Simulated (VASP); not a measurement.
# Ni2Ge (P6_3/mmc) in VASP: notebook

The runs below take Ni2Ge through single point, with r2SCAN.

Everything below comes from runs of VASP 6.6.1. Logs are shortened: lines on timing, memory, paths and dates and some standing lists are left out, and cuts for length are marked.

### Step 1. The cell of the first run

Symmetry: P6_3/mmc, No. 194, hexagonal system. The conventional cell has a = 3.660 Å, b = 3.660 Å, c = 5.440 Å, α = 90.00°, β = 90.00°, γ = 120.00°. Within 2.8 Å of Ni (site symmetry -6m2) lie 5 Ge at 2.11 to 2.72 Å and 6 Ni at 2.51 Å. Within 3.3 Å of Ni (site symmetry -3m) lie 8 Ni at 2.51 to 2.72 Å and 6 Ge at 2.51 Å. Within 2.8 Å of Ge (site symmetry -6m2) lie 11 Ni at 2.11 to 2.72 Å.

### Step 2. Single point, r2SCAN (strain -0.080 along x and y, +0.080 along z)

The input, POSCAR:

```
Ni2Ge
1.0
    3.6598892839      0.0000000000      0.0000000000
   -1.8299446419      3.1695570949      0.0000000000
    0.0000000000      0.0000000000      5.4403655687
Ni Ge
4 2
Direct
    0.6666666667      0.3333333333      0.2500000000
    0.3333333333      0.6666666667      0.7500000000
    0.0000000000      0.0000000000      0.0000000000
    0.0000000000      0.0000000000      0.5000000000
    0.6666666667      0.3333333333      0.7500000000
    0.3333333333      0.6666666667      0.2500000000
```

The input, INCAR.step1:

```
SYSTEM = Ni2Ge
PREC = Accurate
ENCUT = 520
ISMEAR = 0
SIGMA = 0.15
LREAL = .FALSE.
LASPH = .TRUE.
NELM = 60
NBANDS = 43
GGA = PE
ALGO = Normal
EDIFF = 1E-4
LWAVE = .TRUE.
LCHARG = .FALSE.
```

The input, INCAR.step2:

```
SYSTEM = Ni2Ge
PREC = Accurate
ENCUT = 520
EDIFF = 1E-6
ISMEAR = 0
SIGMA = 0.15
LREAL = .FALSE.
LASPH = .TRUE.
NELM = 60
ALGO = Normal
ISIF = 2
LWAVE = .FALSE.
LCHARG = .FALSE.
METAGGA = R2SCAN
LMIXTAU = .TRUE.
NBANDS = 43
ISTART = 1
```

The input, KPOINTS:

```
Automatic mesh
0
G
  12 12 10
  0 0 0
```

Potentials or basis: VASP PAW PBE potentials, release 64 (Ni, Ge_d).

Run with:

```
$ cat potpaw_PBE.64/Ni/POTCAR potpaw_PBE.64/Ge_d/POTCAR > POTCAR
$ cp INCAR.step1 INCAR
$ mpirun -np 1 vasp_std > vasp.out
$ cp INCAR.step2 INCAR
$ mpirun -np 1 vasp_std > vasp.out
```

OUTCAR:

```text
SYSTEM = Ni2Ge
   PREC = Accurate
   ENCUT = 520
   EDIFF = 1E-6
   ISMEAR = 0
   LREAL = .FALSE.
   LASPH = .TRUE.
   NELM = 60
   ISIF = 2
   METAGGA = R2SCAN
   ISTART = 1

 ion  position               nearest neighbor table
   1  0.667  0.333  0.250-   6 2.11   6 2.11   6 2.11   3 2.51   4 2.51   3 2.51   4 2.51   3 2.51
                             4 2.51   5 2.72   5 2.72
   2  0.333  0.667  0.750-   5 2.11   5 2.11   5 2.11   3 2.51   4 2.51   4 2.51   3 2.51   4 2.51
                             3 2.51   6 2.72   6 2.72
   3  0.000  0.000  0.000-   1 2.51   2 2.51   5 2.51   6 2.51   2 2.51   6 2.51   1 2.51   5 2.51
                             1 2.51   5 2.51   2 2.51   6 2.51   4 2.72   4 2.72
   4  0.000  0.000  0.500-   1 2.51   2 2.51   5 2.51   6 2.51   2 2.51   6 2.51   1 2.51   5 2.51
                             1 2.51   5 2.51   2 2.51   6 2.51   3 2.72   3 2.72
   5  0.667  0.333  0.750-   2 2.11   2 2.11   2 2.11   4 2.51   3 2.51   3 2.51   4 2.51   3 2.51
                             4 2.51   1 2.72   1 2.72
   6  0.333  0.667  0.250-   1 2.11   1 2.11   1 2.11   4 2.51   3 2.51   4 2.51   3 2.51   4 2.51
                             3 2.51   2 2.72   2 2.72

  LATTYP: Found a hexagonal cell.
 ALAT       =     3.6598892839
 C/A-ratio  =     1.4864836465

  Lattice vectors:

 A1 = (   3.6598892839,   0.0000000000,   0.0000000000)
 A2 = (  -1.8299446419,   3.1695570949,   0.0000000000)
 A3 = (   0.0000000000,   0.0000000000,   5.4403655687)

Analysis of symmetry for initial positions (statically):
=====================================================================
 Subroutine PRICEL returns:
 Original cell was already a primitive cell.

 Routine SETGRP: Setting up the symmetry group for a
 hexagonal supercell.

 Subroutine GETGRP returns: Found 24 space group operations
 (whereof 12 operations were pure point group operations)
 out of a pool of 24 trial point group operations.

The static configuration has the point symmetry D_3d.
 The point group associated with its full space group is D_6h.

Analysis of symmetry for dynamics (positions and initial velocities):
=====================================================================
 Subroutine PRICEL returns:
 Original cell was already a primitive cell.

 Routine SETGRP: Setting up the symmetry group for a
 hexagonal supercell.

 Subroutine GETGRP returns: Found 24 space group operations
 (whereof 12 operations were pure point group operations)
 out of a pool of 24 trial point group operations.

The dynamic configuration has the point symmetry D_3d.
 The point group associated with its full space group is D_6h.

 Subroutine INISYM returns: Found 24 space group operations
 (whereof 12 operations are pure point group operations),
 and found     1 'primitive' translations

----------------------------------------------------------------------------------------

                                     Primitive cell

  volume of cell :      63.1095

  direct lattice vectors                    reciprocal lattice vectors
     3.659889284  0.000000000  0.000000000     0.273232309  0.157750747  0.000000000
    -1.829944642  3.169557095  0.000000000     0.000000000  0.315501494  0.000000000
     0.000000000  0.000000000  5.440365569     0.000000000  0.000000000  0.183811177

  length of vectors
     3.659889284  3.659889284  5.440365569     0.315501494  0.315501494  0.183811177

  position of ions in fractional coordinates (direct lattice)
     0.666666667  0.333333333  0.250000000
     0.333333333  0.666666667  0.750000000
     0.000000000  0.000000000  0.000000000
     0.000000000  0.000000000  0.500000000
     0.666666667  0.333333333  0.750000000
     0.333333333  0.666666667  0.250000000

  ion indices of the primitive-cell ions
   primitive index   ion index
                 1           1
                 2           2
                 3           3
                 4           4
                 5           5
                 6           6

----------------------------------------------------------------------------------------

 KPOINTS: Automatic mesh

Automatic generation of k-mesh.
 Grid dimensions read from file:
 generate k-points for:   12   12   10

 Generating k-lattice:

  Cartesian coordinates                     Fractional coordinates (reciprocal lattice)
     0.022769359  0.013145896  0.000000000     0.083333333  0.000000000  0.000000000
     0.000000000  0.026291791  0.000000000     0.000000000  0.083333333  0.000000000
     0.000000000  0.000000000  0.018381118     0.000000000  0.000000000  0.100000000

  Length of vectors
     0.026291791  0.026291791  0.018381118

  Shift w.r.t. Gamma in fractional coordinates (k-lattice)
     0.000000000  0.000000000  0.000000000

 Subroutine IBZKPT returns following result:
 ===========================================

 Found    114 irreducible k-points:

 Following reciprocal coordinates:
            Coordinates               Weight
  0.000000  0.000000  0.000000      1.000000
  0.083333 -0.000000  0.000000      6.000000
  0.166667 -0.000000  0.000000      6.000000
  0.250000  0.000000  0.000000      6.000000
  0.333333 -0.000000  0.000000      6.000000
  0.416667  0.000000  0.000000      6.000000
[... 16 lines left out ...]
  0.250000  0.000000  0.100000     12.000000
  0.333333 -0.000000  0.100000     12.000000
 [... further k-points ...]
   k-points           NKPTS =    114   k-points in BZ     NKDIM =    114   number of bands    NBANDS=     43
   number of dos      NEDOS =    301   number of ions     NIONS =      6
   total plane-waves  NPLWV =  31360
   dimension x,y,z NGX =    28 NGY =   28 NGZ =   40
   dimension x,y,z NGXF=    56 NGYF=   56 NGZF=   80
   ions per type =               4   2
   NGX,Y,Z   is equivalent  to a cutoff of  12.72, 12.72, 12.22 a.u.
   NGXF,Y,Z  is equivalent  to a cutoff of  25.44, 25.44, 24.45 a.u.
 SYSTEM =  Ni2Ge
   PREC   = accura    normal or accurate (medium, high low for compatibility)
   ISTART =      1    job   : 0-new  1-cont  2-samecut
   ICHARG =      0    charge: 1-file 2-atom 10-const
   ISPIN  =      1    spin polarized calculation?
   LNONCOLLINEAR =      F non collinear calculations
   LSORBIT =      F    spin-orbit coupling
   LASPH  =      T    aspherical Exc in radial PAW
   ENCUT  =  520.0 eV  38.22 Ry    6.18 a.u.   6.80  6.80 10.12*2*pi/ulx,y,z
   NELM   =     60;   NELMIN=  2; NELMDL=  0     # of ELM steps
   EDIFF  = 0.1E-05   stopping-criterion for ELM
   LREAL  =      F    real-space projection
   EDIFFG = 0.1E-04   stopping-criterion for IOM
   NSW    =      0    number of steps for IOM
   IBRION =     -1    ionic relax: 0-MD 1-quasi-New 2-CG
   NFREE  =      0    steps in history (QN), initial steepest desc. (CG)
   ISIF   =      2    stress and relaxation
   ISYM   =      2    0-nonsym 1-usesym 2-fastsym
   POTIM  = 0.5000    time-step for ionic-motion
   TEBEG  =    0.0;   TEEND  =   0.0 temperature during run
   PSTRESS=    0.0 pullay stress
   NELECT =      68.0000    total number of electrons
   NUPDOWN=      -1.0000    fix difference up-down
   EMIN   =  10.00;   EMAX   =-10.00  energy-range for DOS
   EFERMI =   0.00;   METHOD = LEGACY
   ISMEAR =     0;   SIGMA  =   0.15  broadening in eV -4-tet -1-fermi 0-gaus
   EFERMI_NEDOS =   21; number of points for ismear=-14 and -15
   IALGO  =     38    algorithm
   IMIX   =      4    mixing-type and parameters
     AMIX     =   0.40;   BMIX     =  1.00
     AMIX_MAG =   1.60;   BMIX_MAG =  1.00
  volume/ion in A,a.u.               =      10.52        70.98
  Fermi-wavevector in a.u.,A,eV,Ry     =   1.678339  3.171600 38.325172  2.816821
  Thomas-Fermi vector in A             =   2.762445
   LORBIT       =      0    0 simple, 1 ext, 2 COOP (PROOUT), +10 PAW based schemes
   METAGGA = R2SCAN    functional components
   LHFCALC =     F    Hartree Fock is set to
   AEXX    =    0.0000 exact exchange contribution
   IVDW    =     0    specifies the selected vdW correction
   LEPSILON=     F    determine dielectric tensor
   LRPA    =     F    only Hartree local field effects (RPA)
 non-spin polarized calculation
 Gauss-broadening in eV      SIGMA  =   0.15
  energy-cutoff  :      520.00
  volume of cell :       63.11
 maximum number of plane-waves:      1720
 NGX is ok and might be reduce to    28
   NGX = 13   NGY = 13   NGZ = 21

 number of electron      68.0000033 magnetization

 Free energy of the ion-electron system (eV)
  ---------------------------------------------------
  ext. energy  EPLUGINS =         0.00000000
  ---------------------------------------------------
  free energy    TOTEN  =       -75.55053401 eV

  energy without entropy =      -75.51733694  energy(sigma->0) =      -75.53393547

 E-fermi :  11.4540     XC(G=0): -15.1412

 val. band max:       11.4526462794   @ k =   0.2500   0.1667   0.3000
 cond. band min:      11.4661946175   @ k =   0.0833   0.0833   0.3000
 fundamental gap:      0.0135483381
 Fermi energy:        11.4540144150

 k-point     1 :       0.0000    0.0000    0.0000
  band No.  band energies     occupation
      1     -14.1228      2.00000
      2     -14.1223      2.00000
      3     -14.0946      2.00000
      4     -14.0946      2.00000
      5     -14.0825      2.00000
      6     -14.0824      2.00000
[... 35 lines left out ...]
     42      18.4429      0.00000
     43      21.2276      0.00000

 k-point     2 :       0.0833   -0.0000    0.0000
  band No.  band energies     occupation
      1     -14.1222      2.00000
      2     -14.1212      2.00000
      3     -14.0949      2.00000
      4     -14.0943      2.00000
      5     -14.0832      2.00000
      6     -14.0823      2.00000
[... 35 lines left out ...]
     42      19.2315      0.00000
     43      20.2931      0.00000

 k-point     3 :       0.1667   -0.0000    0.0000
  band No.  band energies     occupation
      1     -14.1207      2.00000
      2     -14.1181      2.00000
      3     -14.0958      2.00000
      4     -14.0936      2.00000
      5     -14.0868      2.00000
      6     -14.0845      2.00000
[... 919 lines left out ...]
      6     -14.0871      2.00000
[... 35 lines left out ...]
     42      19.9981      0.00000
     43      20.7788      0.00000

 k-point    24 :       0.3333   -0.0000    0.1000
  band No.  band energies     occupation
      1     -14.1186      2.00000
      2     -14.1107      2.00000
      3     -14.0975      2.00000
      4     -14.0963      2.00000
      5     -14.0930      2.00000
      6     -14.0895      2.00000
[... 35 lines left out ...]
     42      19.6887      0.00000
     43      21.1330      0.00000

 [... further k-points ...]
[... 5 lines left out ...]
  --------------------------------------------------------------------------------------
  -------------------------------------------------------------------------------------
  Total       19.4484291     19.4484291      1.4834146      0.0000000      0.0000000     -0.0000000
  in kB      493.7424873    493.7424873     37.6598441      0.0000000      0.0000000     -0.0000000
  external PRESSURE =     341.7149396 kB  Pullay stress =       0.0000000 kB

 VOLUME and BASIS-vectors are now :
 -----------------------------------------------------------------------------
  energy-cutoff  :      520.00
  volume of cell :       63.11
      direct lattice vectors                 reciprocal lattice vectors
     3.659889284  0.000000000  0.000000000     0.273232309  0.157750747  0.000000000
    -1.829944642  3.169557095  0.000000000     0.000000000  0.315501494  0.000000000
     0.000000000  0.000000000  5.440365569     0.000000000  0.000000000  0.183811177

 POSITION                                       TOTAL-FORCE (eV/Angst)
 -----------------------------------------------------------------------------------
      1.82994      1.05652      1.36009         0.000000     -0.000000      0.000000
     -0.00000      2.11304      4.08027        -0.000000      0.000000      0.000000
      0.00000      0.00000      0.00000         0.000000     -0.000000      0.000000
      0.00000      0.00000      2.72018        -0.000000     -0.000000      0.000000
      1.82994      1.05652      4.08027         0.000000      0.000000      0.000000
     -0.00000      2.11304      1.36009        -0.000000     -0.000000      0.000000
 -----------------------------------------------------------------------------------
    total drift:                                0.000000     -0.000000      0.000000

  FREE ENERGIE OF THE ION-ELECTRON SYSTEM (eV)
  ---------------------------------------------------
  free  energy   TOTEN  =       -75.5505340050 eV

  energy  without entropy=      -75.5173369367  energy(sigma->0) =      -75.53393547
```

Wall time 30 min (1 thread of Intel Xeon 8259CL, shared host); peak memory 0.36 GiB.

What came out:

```yaml
Free_energy: -75.5505 eV
Pressure: 34.2 GPa
Band_gap_on_the_k_mesh: zero (bands 34 and 35 overlap by 4.27 eV)
```

Levels at points of the mesh, in eV from the Fermi level:
| k point | band 31 | band 32 | band 33 | band 34 | band 35 | band 36 | band 37 | band 38 |
| --- | --- | --- | --- | --- | --- | --- | --- | --- |
| (0.00, 0.00, 0.00) | -0.60 | -0.60 | -0.55 | 3.56 | 4.13 | 4.13 | 4.44 | 4.44 |
| (0.50, 0.00, 0.00) | -1.62 | -1.24 | -1.16 | -0.99 | -0.71 | 0.93 | 2.14 | 3.85 |
| (0.00, 0.00, 0.50) | -1.25 | -1.25 | 1.03 | 1.03 | 4.45 | 4.45 | 4.45 | 4.45 |
| (0.50, 0.00, 0.50) | -1.39 | -1.39 | -1.14 | -1.14 | 1.18 | 1.18 | 3.59 | 3.59 |

Caveat: the cell differs from its parent crystal (strain -0.080 along x and y, +0.080 along z); the stress differs along the axes, from 4 to 49 GPa; the PAW data sets were made with another functional, which shifts forces and pressure a little. Spin polarisation is off, so any magnetic state and its effect on volume and gap are missing.

### Step 3. Single point, r2SCAN (strain -0.080 along x and y, +0.040 along z)

Changes to POSCAR since step 2:

```diff
@@ -4,3 +4,3 @@
    -1.8299446419      3.1695570949      0.0000000000
-    0.0000000000      0.0000000000      5.4403655687
+    0.0000000000      0.0000000000      5.2388705477
 Ni Ge
```

The input, INCAR.step1:

```
  PREC = Accurate
  ENCUT = 520
  ISMEAR = 0
  SIGMA = 0.15
  LREAL = False
  LASPH = True
  NELM = 100
  NBANDS = 43
  GGA = PE
  ALGO = Normal
  EDIFF = 1E-4
  LWAVE = True
  LCHARG = False
```

The input, INCAR.step2:

```
  PREC = Accurate
  ENCUT = 520
  EDIFF = 1E-6
  ISMEAR = 0
  SIGMA = 0.15
  LREAL = False
  LASPH = True
  NELM = 100
  ALGO = Normal
  ISIF = 2
  LWAVE = False
  LCHARG = False
  METAGGA = R2SCAN
  LMIXTAU = True
  NBANDS = 43
  ISTART = 1
```

The input, KPOINTS:

```
regular mesh
0
Gamma
  12 12 10
```

Potentials or basis: VASP PAW PBE potentials, release 64 (Ni, Ge_d).

Run with:

```
$ cat potpaw_PBE.64/Ni/POTCAR potpaw_PBE.64/Ge_d/POTCAR > POTCAR
$ cp INCAR.step1 INCAR
$ mpirun -np 1 vasp_std > vasp.out
$ cp INCAR.step2 INCAR
$ mpirun -np 1 vasp_std > vasp.out
```

It took 12 min on 1 thread of Intel Xeon Platinum 8488C (Sapphire Rapids), shared host; peak memory 0.35 GiB.

The run converged. Its results:

```yaml
Free_energy: -75.4245 eV
Pressure: 43.6 GPa
Band_gap_on_the_k_mesh: zero (bands 34 and 35 overlap by 4.59 eV)
```

Stress tensor (GPa, compression positive):
```
58.33  0.00  0.00
 0.00 58.33  0.00
 0.00  0.00 14.17
```

Levels at points of the mesh, in eV from the Fermi level:
| k point | band 31 | band 32 | band 33 | band 34 | band 35 | band 36 | band 37 | band 38 |
| --- | --- | --- | --- | --- | --- | --- | --- | --- |
| (0.00, 0.00, 0.00) | -0.64 | -0.64 | -0.39 | 3.84 | 4.03 | 4.03 | 4.28 | 4.28 |
| (0.50, 0.00, 0.00) | -1.69 | -1.33 | -1.23 | -0.93 | -0.75 | 1.07 | 2.20 | 4.07 |
| (0.00, 0.00, 0.50) | -1.32 | -1.32 | 1.50 | 1.50 | 4.42 | 4.42 | 4.42 | 4.42 |
| (0.50, 0.00, 0.50) | -1.45 | -1.45 | -1.14 | -1.14 | 1.18 | 1.18 | 3.76 | 3.76 |

Caveat: the cell differs from its parent crystal (strain -0.080 along x and y, +0.040 along z); the stress differs along the axes, from 14 to 58 GPa; the PAW data sets were made with another functional, which shifts forces and pressure a little.

The gap in the log of VASP goes by the Fermi energy; the results here count the filled bands.